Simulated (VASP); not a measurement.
Set up this calculation in VASP 6.6.1, as the native input.

```yaml
Task: relaxation of cell and atoms
Functional: r2SCAN
Potentials_or_basis: VASP PAW PBE potentials, release 64 (In_d, As)
Cutoff: 600 eV
k_mesh: 10 × 10 × 10
Occupations: gaussian, width 0.01 eV
Spin: no spin polarisation
Dipole_correction: no
Further_INCAR_settings: ALGO = Normal; EDIFF = 1e-06; IBRION = 2; EDIFFG = -0.005; NSW = 100; ISIF = 3
```

The system is InAs.

```xyz
2
Lattice="0.0000 3.0536 3.0536 3.0536 0.0000 3.0536 3.0536 3.0536 0.0000" Properties=species:S:1:pos:R:3 pbc="T T T"
In    4.5803    4.5803    4.5803
As    0.0000    0.0000    0.0000
```

The input as run:

POSCAR

```
InAs
1.0
    0.0000000000      3.0535616558      3.0535616558
    3.0535616558      0.0000000000      3.0535616558
    3.0535616558      3.0535616558      0.0000000000
In As
1 1
Direct
    0.7500000000      0.7500000000      0.7500000000
    0.0000000000      0.0000000000      0.0000000000
```

INCAR.step1

```
SYSTEM = InAs
PREC = Accurate
ENCUT = 600
ISMEAR = 0
SIGMA = 0.01
LREAL = .FALSE.
LASPH = .TRUE.
NELM = 100
GGA = PE
ALGO = Normal
EDIFF = 1E-4
LWAVE = .TRUE.
LCHARG = .FALSE.
```

INCAR.step2

```
SYSTEM = InAs
PREC = Accurate
ENCUT = 600
EDIFF = 1E-6
ISMEAR = 0
SIGMA = 0.01
LREAL = .FALSE.
LASPH = .TRUE.
NELM = 100
ALGO = Normal
ISIF = 3
LWAVE = .FALSE.
LCHARG = .FALSE.
METAGGA = R2SCAN
LMIXTAU = .TRUE.
IBRION = 2
NSW = 100
EDIFFG = -0.005
ISTART = 1
```

KPOINTS

```
regular mesh
0
G
  10 10 10
  0 0 0
```

Potentials or basis: VASP PAW PBE potentials, release 64 (In_d, As).

The run is started by

```console
$ cat potpaw_PBE.64/In_d/POTCAR potpaw_PBE.64/As/POTCAR > POTCAR
$ cp INCAR.step1 INCAR
$ mpirun -np 1 vasp_std > vasp.out
$ cp INCAR.step2 INCAR
$ mpirun -np 1 vasp_std > vasp.out
```

It gave:

```
Relaxed volume                        : 28.52 Å³/atom
Relaxed cell                          : a = 4.321 Å, b = 4.321 Å, c = 4.321 Å, α = 60.00°, β = 60.00°, γ = 60.00°
Space group after relaxing (to 0.1 Å) : F-43m (No. 216)
Energy gained by relaxing             : 0.0 meV/atom
Ionic steps                           : 2
Pressure after relaxing               : 0.0 GPa
Band gap on the k mesh                : 0.08 eV
```

Caveat: the PAW data sets were made with another functional, which shifts forces and pressure a little; spin-orbit coupling is left out, which moves the levels of the heavy elements.

Wall time 5.4 min on 1 thread of Intel Xeon 8259CL, on a shared host, peak memory 0.26 GiB.
